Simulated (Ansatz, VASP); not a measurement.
**One calculation of Mg, two programs**

File INCAR:

```
PREC = Accurate
ENCUT = 600
EDIFF = 1E-6
ISMEAR = -1
SIGMA = 0.1
LREAL = False
LASPH = True
NELM = 80
ALGO = Normal
ISIF = 3
LWAVE = False
LCHARG = False
GGA = RP
IBRION = 2
NSW = 80
EDIFFG = -0.01
```

Contents of KPOINTS:

```
regular mesh
0
Gamma
  11 11 11
```

File POSCAR:

```
Mg
1.0
    2.9277513048      0.0000000000      0.0000000000
    0.0000000000      2.9277513048      0.0000000000
    0.0000000000      0.0000000000      2.9277513048
Mg
1
Direct
    0.0000000000      0.0000000000      0.0000000000
```

Input for Ansatz:

```yaml
crystal:
  lattice:
    - [2.9277513048, 0.0, 0.0]
    - [0.0, 2.9277513048, 0.0]
    - [0.0, 0.0, 2.9277513048]
  atoms:
    - { symbol: Mg, position: [0.0, 0.0, 0.0] }
hamiltonian:
  xc: rpbe
  pseudopotentials:
    kind: paw
    azcp:
      Mg: "pseudopotentials/Mg.paw.azcp"
basis:
  ecutwfc: 420
  fft_grid_basis: typed
kpoints:
  mp_grid: { grid: [11, 11, 11], shift: [0, 0, 0] }
magnetization:
  spin_polarized: false
scf:
  occupations: { method: fermi_dirac, width: 0.1 }
relax:
  max_steps: 60
  f_tol: 0.01
  cell: {}
```

Alike in both runs: task relaxation of cell and atoms; functional RPBE; k mesh 11 × 11 × 11; occupations fermi-dirac, width 0.1 eV; no spin polarisation.

|  | VASP | Ansatz |
| --- | --- | --- |
| version | VASP 6.6.1 | Ansatz 0.2.0 |
| potentials or method | VASP PAW PBE potentials, release 64 (Mg), cutoff 600 eV | plane waves (420 eV) with PAW, scalar-relativistic |
| valence electrons in the cell | 2 | 10 |

```tsv
	VASP	Ansatz	Ansatz less VASP
relaxed volume (Å³/atom)	28.39	28.49	+0.102
relaxed cell length with the largest relative difference (Å)	3.051	3.054	+0.0036
```

VASP's potentials were made for PBE, not for RPBE. VASP's potentials hold 2 valence electrons a cell and Ansatz's 10, so a difference there can come from the potentials and not from the codes.
